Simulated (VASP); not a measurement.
# Li (P1) in VASP: notebook, part 2 of 3

VASP 6.6.1.

### Step 3. Single point, PBE

The input, INCAR:

```
PREC = Accurate
ENCUT = 520
EDIFF = 1E-6
ISMEAR = -1
SIGMA = 0.11
LREAL = Auto
LASPH = T
NELM = 60
ALGO = Normal
ISIF = 2
LWAVE = F
LCHARG = F
GGA = PE
NBANDS = 38
```

The input, KPOINTS:

```
regular mesh
0
Gamma
  2 2 2
```

The input, POSCAR:

```
Li
1.0
    6.9800000000      0.0000000000      0.0000000000
    0.0000000000      6.9800000000      0.0000000000
    0.0000000000      0.0000000000      6.9800000000
Li
16
Direct
    0.0611747851      0.0916189112     -0.0268194842
    0.5382521490     -0.0284097421      0.0988395415
   -0.1580229226      0.5528510029     -0.0262607450
   -0.0574641834      0.0171776504      0.5610315186
    0.0657736390      0.3659455587      0.2494269341
    0.3840544413      0.4494985673      0.0017048711
    0.4326361032     -0.0006017192      0.4484957020
    0.6161031519      0.2186532951      0.3842263610
   -0.1293553009      0.4869914040      0.5734670487
    0.2432521490      0.6906446991      0.2252578797
    0.2345702006      0.2433524355      0.6546418338
    0.5035386819      0.5827363897      0.5514326648
    0.8695702006      0.7521203438      0.3022492837
    0.6906160458      0.2539111748      0.7980085960
    0.1234957020      0.7517478510      0.7153724928
    0.6687965616      0.8518051576      0.7406446991
```

Potentials or basis: VASP PAW PBE potentials, release 64 (Li_sv).

Started as:

```bash
cat potpaw_PBE.64/Li_sv/POTCAR > POTCAR
mpirun -np 1 vasp_std > vasp.out
```

Wall time 2.2 min (1 thread of Oxide Virtual Turin-like, shared host); peak memory 0.33 GiB.

It converged, with:

```yaml
Free_energy: -27.6204 eV
Largest_force: 1.618 eV/Å
Band_gap_on_the_k_mesh: zero (band 24 reaches 0.72 eV, above the bottom of band 25 at 0.06 eV)
```

Forces on the atoms (eV/Å):
```
Li  -0.133 -0.315  0.199
Li   0.022 -0.127 -0.547
Li   0.060  0.121  0.025
Li  -0.155  0.414 -0.474
Li  -0.015 -0.492  0.358
Li   0.334 -0.221 -0.287
Li  -1.011 -1.019  0.572
Li   0.950  1.224 -0.466
Li   0.367 -0.092  0.012
Li  -0.001  0.577  0.299
Li   0.160  0.455  0.063
Li  -0.316 -0.154 -0.220
Li  -0.481  0.337 -0.052
Li  -0.206 -0.327  0.040
Li   0.474 -0.321  0.299
Li  -0.049 -0.059  0.179
```

Levels at points of the mesh, in eV from the Fermi level:
| k point | band 20 | band 21 | band 22 | band 23 | band 24 | band 25 | band 26 | band 27 |
| --- | --- | --- | --- | --- | --- | --- | --- | --- |
| (0.00, 0.00, 0.00) | -1.01 | -0.89 | -0.86 | -0.80 | 0.43 | 0.56 | 0.63 | 0.81 |
| (0.50, 0.00, 0.00) | -0.59 | -0.53 | -0.46 | -0.40 | -0.32 | -0.22 | -0.09 | 0.89 |
| (0.00, 0.50, 0.00) | -0.63 | -0.54 | -0.44 | -0.39 | -0.35 | -0.23 | -0.07 | 1.33 |
| (0.00, 0.00, 0.50) | -0.63 | -0.57 | -0.48 | -0.39 | -0.33 | -0.17 | -0.04 | 1.04 |
| (0.50, 0.50, 0.00) | -2.04 | -0.19 | -0.13 | -0.04 | 0.05 | 0.16 | 0.45 | 0.52 |
| (0.00, 0.50, 0.50) | -1.98 | -0.33 | -0.22 | -0.10 | 0.06 | 0.16 | 0.47 | 0.78 |
| (0.50, 0.00, 0.50) | -1.99 | -0.33 | -0.19 | 0.00 | 0.07 | 0.25 | 0.32 | 0.51 |
| (0.50, 0.50, 0.50) | -1.56 | -1.52 | -1.41 | -1.39 | -1.35 | 1.75 | 1.90 | 2.01 |

Caveat: the k points lie up to 0.45 Å⁻¹ apart; the cutoff is under 1.25 times the usual one of these potentials, so pressure, stress and relaxed cells hold a basis-set (Pulay) error; forces of over 1 eV/Å act on the atoms, so gaps and moduli don't describe the material at rest.

### Step 4. Single point, PBE

The input, INCAR:

```
PREC = Accurate
ENCUT = 520
EDIFF = 1E-7
ISMEAR = -1
SIGMA = 0.11
LREAL = Auto
LASPH = True
NELM = 100
ALGO = Normal
ISIF = 2
LWAVE = False
LCHARG = True
GGA = PE
LELF = True
LVHAR = True
NBANDS = 38
```

KPOINTS is that of step 3.

The input, POSCAR:

```
Li
1.0
    6.9800000000      0.0000000000      0.0000000000
    0.0000000000      6.9800000000      0.0000000000
    0.0000000000      0.0000000000      6.9800000000
Li
16
Direct
   -0.0463323782      0.1187535817      0.0518624642
    0.3699856734     -0.0480085960      0.0032951289
   -0.1739828080      0.5660888252     -0.0358166189
   -0.0357163324     -0.0208882521      0.4694412607
   -0.0884670487      0.4061604585      0.2895128940
    0.4235386819      0.4120773639     -0.0472206304
    0.3683237822     -0.0031232092      0.4052865330
    0.5388538682      0.2250573066      0.3937249284
   -0.0613753582      0.5297134670      0.6169340974
    0.2434957020      0.6186676218      0.2293123209
    0.1850573066      0.2993839542      0.6863753582
    0.4602578797      0.5540114613      0.4972922636
    0.6626934097      0.7825644699      0.2096418338
    0.7246991404      0.1579369628      0.7125644699
    0.1734383954      0.7918194842      0.7517765043
    0.6961461318      0.8119770774      0.6385673352
```

Potentials or basis: VASP PAW PBE potentials, release 64 (Li_sv).

Started as:

```bash
cat potpaw_PBE.64/Li_sv/POTCAR > POTCAR
mpirun -np 1 vasp_std > vasp.out
```

OUTCAR:

```text
PREC = Accurate
   ENCUT = 520
   EDIFF = 1E-7
   ISMEAR = -1
   LREAL = Auto
   LASPH = True
   NELM = 100
   ISIF = 2
   GGA = PE

 ion  position               nearest neighbor table
   1  0.954  0.119  0.052-
   2  0.370  0.952  0.003-  15 2.49
   3  0.826  0.566  0.964-  13 2.55   9 2.56   5 2.60
   4  0.964  0.979  0.469-  16 2.50
   5  0.912  0.406  0.290-   9 2.45   3 2.60
   6  0.424  0.412  0.953-
   7  0.368  0.997  0.405-   8 1.99
   8  0.539  0.225  0.394-   7 1.99  12 2.47
   9  0.939  0.530  0.617-  11 2.40   5 2.45   3 2.56  16 2.60
  10  0.243  0.619  0.229-  12 2.45
  11  0.185  0.299  0.686-   9 2.40
  12  0.460  0.554  0.497-  10 2.45   8 2.47
  13  0.663  0.783  0.210-   3 2.55
  14  0.725  0.158  0.713-  16 2.48
  15  0.173  0.792  0.752-   2 2.49
  16  0.696  0.812  0.639-  14 2.48   4 2.50   9 2.60

[... 193 lines left out ...]

 E-fermi :   0.2912     XC(G=0):  -6.9026

 val. band max:        0.2863860640   @ k =   0.0000   0.0000   0.5000
 cond. band min:       0.3097063899   @ k =   0.5000   0.5000   0.0000
 fundamental gap:      0.0233203259
 Fermi energy:         0.2912491702

 k-point     1 :       0.0000    0.0000    0.0000
  band No.  band energies     occupation
      1     -46.7481      2.00000
      2     -46.6696      2.00000
      3     -46.6203      2.00000
      4     -46.5803      2.00000
      5     -46.4973      2.00000
      6     -46.4913      2.00000
[... 301 lines left out ...]
     35       3.2926      0.00000
     36       3.4843      0.00000
 [bands above 36 left out]

------------------------ aborting loop because EDIFF is reached ----------------------------------------

  FORCE on cell =-STRESS in cart. coord.  units (eV):
  Direction    XX          YY          ZZ          XY          YZ          ZX
  --------------------------------------------------------------------------------------
  -------------------------------------------------------------------------------------
  Total       -0.6538394      1.9257939      1.4369203      1.0916628      1.6821332      1.4824598
  in kB       -3.0804588      9.0730671      6.7698182      5.1431930      7.9250990      6.9843700
  external PRESSURE =       4.2541421 kB  Pullay stress =       0.0000000 kB

 VOLUME and BASIS-vectors are now :
 -----------------------------------------------------------------------------
  energy-cutoff  :      520.00
  volume of cell :      340.07
      direct lattice vectors                 reciprocal lattice vectors
     6.980000000  0.000000000  0.000000000     0.143266476  0.000000000  0.000000000
     0.000000000  6.980000000  0.000000000     0.000000000  0.143266476  0.000000000
     0.000000000  0.000000000  6.980000000     0.000000000  0.000000000  0.143266476

 POSITION                                       TOTAL-FORCE (eV/Angst)
 -----------------------------------------------------------------------------------
      6.65660      0.82890      0.36200         0.116202     -0.311508     -0.223336
      2.58250      6.64490      0.02300         0.345761      0.364767     -0.060739
      5.76560      3.95130      6.73000         0.079528     -0.016582     -0.258133
      6.73070      6.83420      3.27670         0.286445      0.068580     -0.501151
      6.36250      2.83500      2.02080        -0.086379     -0.191943      0.244973
      2.95630      2.87630      6.65040         0.314731      0.031997      0.120064
[... 8 lines left out ...]
      1.21060      5.52690      5.24740        -0.026554     -0.131408     -0.089287
      4.85910      5.66760      4.45720        -0.583687     -0.183630      0.309486
 -----------------------------------------------------------------------------------
    total drift:                                0.003122      0.012696     -0.001351

  FREE ENERGIE OF THE ION-ELECTRON SYSTEM (eV)
  ---------------------------------------------------
  free  energy   TOTEN  =       -27.2194744602 eV

  energy  without entropy=      -26.8876995707  energy(sigma->0) =      -27.05358702
```

OSZICAR:

```text
N       E                     dE             d eps       ncg     rms          rms(c)
DAV:   1     0.280470059638E+03    0.28047E+03   -0.21429E+04   608   0.126E+03
DAV:   2     0.471402142718E+02   -0.23333E+03   -0.21788E+03   608   0.338E+02
DAV:   3    -0.114489609607E+02   -0.58589E+02   -0.56961E+02  1152   0.844E+01
DAV:   4    -0.247227556505E+02   -0.13274E+02   -0.12994E+02  1026   0.661E+01
DAV:   5    -0.277741663022E+02   -0.30514E+01   -0.30494E+01  1080   0.199E+01    0.245E+00
DAV:   6    -0.272546827572E+02    0.51948E+00   -0.12537E+00   888   0.586E+00    0.973E-01
DAV:   7    -0.272213604429E+02    0.33322E-01   -0.26116E-01  1008   0.173E+00    0.367E-01
DAV:   8    -0.272198790969E+02    0.14813E-02   -0.42573E-02   952   0.776E-01    0.171E-01
DAV:   9    -0.272195314388E+02    0.34766E-03   -0.70513E-03   968   0.316E-01    0.870E-02
DAV:  10    -0.272194805545E+02    0.50884E-04   -0.10505E-03   952   0.129E-01    0.390E-02
DAV:  11    -0.272194786292E+02    0.19252E-05   -0.10416E-04   928   0.496E-02    0.969E-03
DAV:  12    -0.272194761755E+02    0.24537E-05   -0.17698E-05   880   0.215E-02    0.393E-03
DAV:  13    -0.272194745549E+02    0.16206E-05   -0.17229E-06   992   0.675E-03    0.125E-03
DAV:  14    -0.272194744602E+02    0.94758E-07   -0.42416E-07   680   0.321E-03
   1 F= -.27219474E+02 E0= -.27053587E+02  d E =-.331775E+00
```

stdout:

```text
POSCAR found type information on POSCAR Li
 POSCAR found :  1 types and      16 ions
 scaLAPACK will be used
 LDA part: xc-table for (Slater+PW92), standard interpolation
 POSCAR, INCAR and KPOINTS ok, starting setup
 FFT: planning ... GRIDC
 FFT: planning ... GRID_SOFT
 FFT: planning ... GRID
 WAVECAR not read
 entering main loop
```

Wall time 2.5 min (1 thread of Oxide Virtual Turin-like, shared host); peak memory 0.33 GiB.

What came out:

| Property | Result |
| --- | --- |
| Free energy | -27.2195 eV |
| Largest force | 1.454 eV/Å |
| Band gap on the k mesh | zero (band 24 reaches 0.77 eV, above the bottom of band 25 at 0.04 eV) |

Forces in eV/Å, atoms in the order of the input:
```
Li   0.116 -0.312 -0.223
Li   0.346  0.365 -0.061
Li   0.080 -0.017 -0.258
Li   0.286  0.069 -0.501
Li  -0.086 -0.192  0.245
Li   0.315  0.032  0.120
Li  -0.936 -1.061  0.336
Li   1.004  0.858 -0.591
Li  -0.214  0.065 -0.243
Li  -0.532  0.193 -0.152
Li   0.107 -0.611 -0.093
Li   0.140  0.183  0.523
Li   0.134  0.175  0.276
Li  -0.148  0.568  0.403
Li  -0.027 -0.131 -0.089
Li  -0.584 -0.184  0.309
```

Levels at points of the mesh, in eV from the Fermi level:
```
           k point  band 21  band 22  band 23  band 24  band 25  band 26  band 27  band 28
(0.00, 0.00, 0.00)    -0.93    -0.87    -0.82     0.48     0.57     0.77     0.83     0.96
(0.50, 0.00, 0.00)    -0.54    -0.48    -0.38    -0.27    -0.21    -0.15     1.37     1.51
(0.00, 0.50, 0.00)    -0.50    -0.47    -0.33    -0.26    -0.25    -0.10     1.20     1.37
(0.00, 0.00, 0.50)    -0.56    -0.45    -0.37    -0.26    -0.23     0.00     1.11     1.14
(0.50, 0.50, 0.00)    -0.30    -0.13     0.02     0.07     0.33     0.37     0.54     0.82
(0.00, 0.50, 0.50)    -0.19    -0.19    -0.08    -0.03     0.25     0.43     0.64     0.85
(0.50, 0.00, 0.50)    -0.37    -0.17    -0.14     0.04     0.24     0.58     0.78     0.87
(0.50, 0.50, 0.50)    -1.48    -1.47    -1.37    -1.36     1.84     1.99     2.07     2.23
```

Caveat: the k points lie up to 0.45 Å⁻¹ apart; the cutoff is under 1.25 times the usual one of these potentials, so pressure, stress and relaxed cells hold a basis-set (Pulay) error; forces of over 1 eV/Å act on the atoms, so gaps and moduli don't describe the material at rest.

(Part 2 of 3 ends here.)
